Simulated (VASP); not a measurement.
Set up this calculation in VASP 6.6.1, as the native input.

- Task: relaxation of cell and atoms
- Functional: PBEsol
- Potentials or basis: VASP PAW PBE potentials, release 64 (Pb_d, S)
- Cutoff: 600 eV
- k mesh: 7 × 7 × 6
- Occupations: fermi-dirac, width 0.05 eV
- Spin: no spin polarisation
- Target pressure: 20 GPa
- Dipole correction: no
- Further INCAR settings: ALGO = Normal; EDIFF = 1e-06; IBRION = 2; EDIFFG = -0.005; NSW = 80; ISIF = 3

The structure of PbS lies in POSCAR:

```
PbS
1.0
    2.0799526950     -5.9912968650      0.0000000000
    2.0799526950      5.9912968650      0.0000000000
    0.0000000000      0.0000000000      4.2793209400
Pb S
2 2
Direct
    0.1305633500      0.8694366500      0.2500000000
    0.8694366500      0.1305633500      0.7500000000
    0.3547970900      0.6452029100      0.2500000000
    0.6452029100      0.3547970900      0.7500000000
```

One way to write it, as run:

INCAR

```
SYSTEM = PbS
PREC     = Accurate       ! precision mode
ENCUT    = 600            ! plane-wave cutoff, eV
EDIFF    = 1E-6           ! SCF threshold, eV
ISMEAR   = -1             ! smearing method
SIGMA    = 0.05           ! smearing width, eV
LREAL    = .FALSE.        ! projectors in reciprocal space
LASPH    = .TRUE.         ! aspherical terms in the spheres
NELM     = 100            ! most SCF steps
ALGO     = Normal         ! electronic algorithm
ISIF     = 3              ! what is computed and relaxed
LWAVE    = .FALSE.        ! write WAVECAR
LCHARG   = .FALSE.        ! write CHGCAR
GGA      = PS             ! functional
IBRION   = 2              ! ionic algorithm
NSW      = 80             ! ionic steps
EDIFFG   = -0.005         ! ionic threshold
PSTRESS  = 200.0
```

KPOINTS

```
Automatic mesh
0
G
  7 7 6
  0 0 0
```

Potentials or basis: VASP PAW PBE potentials, release 64 (Pb_d, S).

The run is started by

```sh
$ cat potpaw_PBE.64/Pb_d/POTCAR potpaw_PBE.64/S/POTCAR > POTCAR
$ mpirun -np 1 vasp_std > vasp.out
```

Results of the run:

| Property | Result |
| --- | --- |
| Relaxed volume | 19.81 Å³/atom |
| Relaxed cell | a = 5.516 Å, b = 5.516 Å, c = 4.056 Å, α = 90.00°, β = 90.00°, γ = 140.04° |
| Space group after relaxing (to 0.1 Å) | Cmcm (No. 63) |
| Energy change on relaxing (the run minimises the enthalpy) | +246.4 meV/atom |
| Ionic steps | 23 |
| Pressure after relaxing | 20.0 GPa |
| Largest force after relaxing | 0.004 eV/Å |
| Band gap on the k mesh | 0.45 eV (least direct gap 0.72 eV) |

Caveat: the cell is relaxed towards a set pressure, so the run minimises the enthalpy, not the energy; the volume moved by over 15 % at a fixed basis, so the end points are rough; the PAW data sets were made with another functional, which shifts forces and pressure a little; spin-orbit coupling is left out, which moves the levels of the heavy elements.

It took 50 min on 1 thread of Intel(R) Xeon(R) Platinum 8259CL CPU @ 2.50GHz (Skylake/Cascade Lake) (shared host), peak memory 0.45 GiB.
